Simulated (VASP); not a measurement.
A run of VASP 6.6.1:

The input INCAR:

```
SYSTEM = BeGeSb2
PREC = Accurate
ENCUT = 520
EDIFF = 1E-6
ISMEAR = -1
SIGMA = 0.02
LREAL = .FALSE.
LASPH = .TRUE.
NELM = 60
ALGO = Normal
ISIF = 2
LWAVE = .FALSE.
LCHARG = .FALSE.
GGA = PE
NBANDS = 21
```

The input KPOINTS:

```
regular mesh
0
G
  6 6 4
  0 0 0
```

File POSCAR:

```
BeGeSb2
1.0
    4.1216222683      0.0000000000      0.0000000000
    0.0000000000      4.1216222683      0.0000000000
    0.0000000000      0.0000000000      5.7463194048
Be Sb Ge
1 2 1
Direct
    0.0000000000      0.0000000000      0.0000000000
    0.0000000000      0.5000000000      0.2165412292
    0.5000000000      0.0000000000      0.7834587708
    0.5000000000      0.5000000000      0.5000000000
```

Potentials or basis: VASP PAW PBE potentials, release 64 (Be, Sb, Ge_d).

The run is started by

```bash
$ cat potpaw_PBE.64/Be/POTCAR potpaw_PBE.64/Sb/POTCAR potpaw_PBE.64/Ge_d/POTCAR > POTCAR
$ mpirun -np 1 vasp_std > vasp.out
```

Hardware: 1 thread of Intel(R) Xeon(R) Platinum 8488C (Sapphire Rapids) (shared host).

Question: Estimate the wall time of this run.

Answer: Run time: 53 s on 1 thread of Intel(R) Xeon(R) Platinum 8488C (Sapphire Rapids), with other jobs on the host, peak memory 0.24 GiB. Counts: scf iterations 13, k points 30.
